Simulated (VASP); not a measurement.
Wanted: the native input for a VASP 6.6.1 run.

- Task: single point
- Functional: r2SCAN
- Potentials or basis: VASP PAW PBE potentials, release 64 (Ga_d, V_sv)
- Cutoff: 520 eV
- k mesh: 7 × 7 × 7
- Occupations: tetrahedron
- Spin: no spin polarisation
- Dipole correction: no
- Further INCAR settings: ALGO = Normal; EDIFF = 1e-06; NBANDS = 48

The system is VGa2.

```
Ga V
1.0
    -2.87674    2.87674    2.47414
     2.87674   -2.87674    2.47414
     2.87674    2.87674   -2.47414
Ga V
4 2
Direct
  0.65568 0.15568 0.81136
  0.15568 0.34432 0.50000
  0.34432 0.84432 0.18864
  0.84432 0.65568 0.50000
  0.25000 0.25000 0.00000
  0.75000 0.75000 0.00000
```

One way to write it, as run:

POSCAR

```
VGa2
1.0
   -2.8767370000      2.8767370000      2.4741390000
    2.8767370000     -2.8767370000      2.4741390000
    2.8767370000      2.8767370000     -2.4741390000
Ga V
4 2
Direct
    0.6556800000      0.1556800000      0.8113600000
    0.1556800000      0.3443200000      0.5000000000
    0.3443200000      0.8443200000      0.1886400000
    0.8443200000      0.6556800000      0.5000000000
    0.2500000000      0.2500000000      0.0000000000
    0.7500000000      0.7500000000      0.0000000000
```

INCAR.step1

```
ALGO = Normal
EDIFF = 1E-4
ENCUT = 520
GGA = PE
ISMEAR = -5
LASPH = True
LCHARG = False
LREAL = False
LWAVE = True
NBANDS = 48
NELM = 80
PREC = Accurate
SIGMA = 0.1
```

INCAR.step2

```
ALGO = Normal
EDIFF = 1E-6
ENCUT = 520
ISIF = 2
ISMEAR = -5
ISTART = 1
LASPH = True
LCHARG = True
LELF = True
LMIXTAU = True
LREAL = False
LVHAR = True
LWAVE = False
METAGGA = R2SCAN
NBANDS = 48
NELM = 80
PREC = Accurate
SIGMA = 0.1
```

KPOINTS

```
k-points
0
Gamma
  7 7 7
```

Potentials or basis: VASP PAW PBE potentials, release 64 (Ga_d, V_sv).

Command:

```console
$ cat potpaw_PBE.64/Ga_d/POTCAR potpaw_PBE.64/V_sv/POTCAR > POTCAR
$ cp INCAR.step1 INCAR
$ mpirun -np 1 vasp_std > vasp.out
$ cp INCAR.step2 INCAR
$ mpirun -np 1 vasp_std > vasp.out
```

It gave:

```yaml
Pressure: 26.2 GPa
Largest_force: 0.885 eV/Å
Band_gap_on_the_k_mesh: zero (band 39 reaches 9.06 eV, above the bottom of band 40 at 8.15 eV)
```

Caveat: the PAW data sets were made with another functional, which shifts forces and pressure a little; tetrahedron occupations give inexact forces and stress in metals.

It took 15 min on 1 thread of Oxide Virtual Turin-like Processor (shared host), peak memory 0.26 GiB.
